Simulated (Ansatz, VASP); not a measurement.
## Two plane-wave programs on Te

```
Te
1.0
     4.63249    0.00000    0.00000
    -2.31624    4.01185    0.00000
     0.00000    0.00000    5.88690
Te
3
Direct
  0.25359 0.00000 0.33333
  0.00000 0.25359 0.66667
  0.74641 0.74641 0.00000
```

Alike in both runs: task single point; functional r2SCAN; k mesh 3 × 3 × 2; occupations fermi-dirac, width 0.05 eV; no spin polarisation.

```csv
,VASP,Ansatz
version,VASP 6.6.1,Ansatz 0.2.0
potentials or method,"VASP PAW PBE potentials, release 64 (Te), cutoff 520 eV","plane waves (500 eV) with PAW, scalar-relativistic"
valence electrons in the cell,18,48
```

Ansatz gave:

```
pressure (GPa)                                                : 0.2
traceless stress, the component that is largest in VASP (GPa) : -0.33
```

Q: Which values does VASP return?

A: Pressure (GPa): 0.3; traceless stress, the component that is largest in VASP (GPa): -0.30.

VASP's potentials were made for PBE, not for r2SCAN. VASP's potentials hold 18 valence electrons a cell and Ansatz's 48, so a difference there can come from the potentials and not from the codes.

The k mesh is coarse, so the values compare programs but aren't converged. Neither program's run includes spin-orbit coupling.
